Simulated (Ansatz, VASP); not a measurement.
**One calculation of SiGe, two programs**

```xyz
4
Lattice="3.8695 0.0000 0.0000 -1.9347 3.3511 0.0000 0.0000 0.0000 6.3947" Properties=species:S:1:pos:R:3 pbc="T T T"
Si    1.9347    1.1170    5.5922
Si    0.0000    2.2341    2.3949
Ge    1.9347    1.1170    3.0505
Ge    0.0000    2.2341   -0.1468
```

Alike in both runs: task single point; functional LDA; k mesh 12 × 12 × 6; occupations gaussian, width 0.03 eV; no spin polarisation.

```csv
,VASP,Ansatz
version,VASP 6.6.1,Ansatz 0.2.0
potentials or method,"VASP PAW LDA potentials, release 64 (Si, Ge_d), cutoff 520 eV","scalar-relativistic, plane waves, PAW"
valence electrons in the cell,36,36
```

|  | VASP | Ansatz | Ansatz less VASP |
| --- | --- | --- | --- |
| gap on the k mesh at the Fermi level (eV) | none | none | - |
| pressure (GPa) | 0.9 | 0.8 | -0.08 |
| traceless stress, the component that is largest in VASP (GPa) | -5.10 | -5.07 | +0.031 |
| rms of the force components (eV/Å) | 0.823 | 0.821 | -0.0019 |

Ansatz warns that its potentials were made for another functional, while VASP's fit it. LDA's correlation is that of Perdew and Zunger in VASP and of Perdew and Wang (1992) in Ansatz. Atom by atom the forces differ by 0.002 eV/Å (rms over components). A gap of «none» marks a metal or a gap that the smearing closes.
